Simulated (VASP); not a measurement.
Write the native input for VASP 6.6.1 that does the following.

* Task: single point
* Functional: BLYP
* Potentials or basis: VASP PAW PBE potentials, release 64 (In_d)
* Cutoff: 520 eV
* k mesh: 14 × 14 × 4
* Occupations: fermi-dirac, width 0.1 eV
* Spin: no spin polarisation
* Dipole correction: no
* Further INCAR settings: ALGO = Normal; EDIFF = 1e-06; NBANDS = 34

The structure of In lies in POSCAR:

```
In
1.0
    3.5394053551      0.0000000000      0.0000000000
   -1.7697026775      3.0652149518      0.0000000000
    0.0000000000      0.0000000000     11.4898213221
In
4
Direct
    0.0000000000      0.0000000000      1.0000000000
    0.0000000000      1.0000000000      0.5000000000
    0.3333333333      0.6666666667      0.2500000000
    0.6666666667      0.3333333333      0.7500000000
```

This isn't the form of In at room conditions, which is tetragonal.

These files were run (other wordings do the same):

INCAR

```
SYSTEM = In
PREC = Accurate
ENCUT = 520
EDIFF = 1E-6
ISMEAR = -1
SIGMA = 0.1
LREAL = .FALSE.
LASPH = .TRUE.
NELM = 100
ALGO = Normal
ISIF = 2
LWAVE = .FALSE.
LCHARG = .TRUE.
GGA = B5
ALDAX = 1.0
AGGAX = 1.0
AGGAC = 1.0
ALDAC = 0.0
LELF = .TRUE.
LVHAR = .TRUE.
NBANDS = 34
```

KPOINTS

```
regular mesh
0
G
  14 14 4
  0 0 0
```

Potentials or basis: VASP PAW PBE potentials, release 64 (In_d).

The run is started by

```bash
$ cat potpaw_PBE.64/In_d/POTCAR > POTCAR
$ mpirun -np 1 vasp_std > vasp.out
```

It gave:

| Property | Result |
| --- | --- |
| Pressure | 0.0 GPa |
| Band gap on the k mesh | zero (bands 26 and 27 overlap by 4.01 eV) |

Caveat: the PAW data sets were made with another functional, which shifts forces and pressure a little; spin-orbit coupling is left out, which moves the levels of the heavy elements.

It took 8.6 min on 1 thread of Intel Xeon 8259CL (shared host), peak memory 0.39 GiB.
